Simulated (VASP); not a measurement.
Here is a VASP 6.6.1 calculation.

Contents of INCAR:

```
PREC = Accurate
ENCUT = 520
EDIFF = 1E-7
ISMEAR = 0
SIGMA = 0.15
LREAL = F
LASPH = T
NELM = 60
ALGO = Normal
ISIF = 2
LWAVE = F
LCHARG = F
GGA = PE
NBANDS = 16
```

File KPOINTS:

```
Automatic mesh
0
Gamma
  20 20 20
```

The input POSCAR:

```
WC
1.0
    0.0000000000      1.9535577063      2.7623305968
    1.9535577063      0.0000000000      2.7623305968
    1.9535577063      1.9535577063      0.0000000000
W C
1 1
Direct
    0.0000000000      0.0000000000      0.0000000000
    0.5000000000      0.5000000000      0.5000000000
```

Potentials or basis: VASP PAW PBE potentials, release 64 (W_sv, C).

Command:

```bash
$ cat potpaw_PBE.64/W_sv/POTCAR potpaw_PBE.64/C/POTCAR > POTCAR
$ mpirun -np 1 vasp_std > vasp.out
```

Problem. Predict the band gap on the k mesh.

Solution. Zero (bands 9 and 10 overlap by 3.89 eV).

Problem. Estimate the pressure.

Solution. 77.1 GPa.

Stress tensor (GPa, compression positive):
```
122.33   0.00   0.00
  0.00 122.33   0.00
  0.00   0.00 -13.50
```

Caveat: the cell stands under pressure; spin-orbit coupling is left out, which moves the levels of the heavy elements.
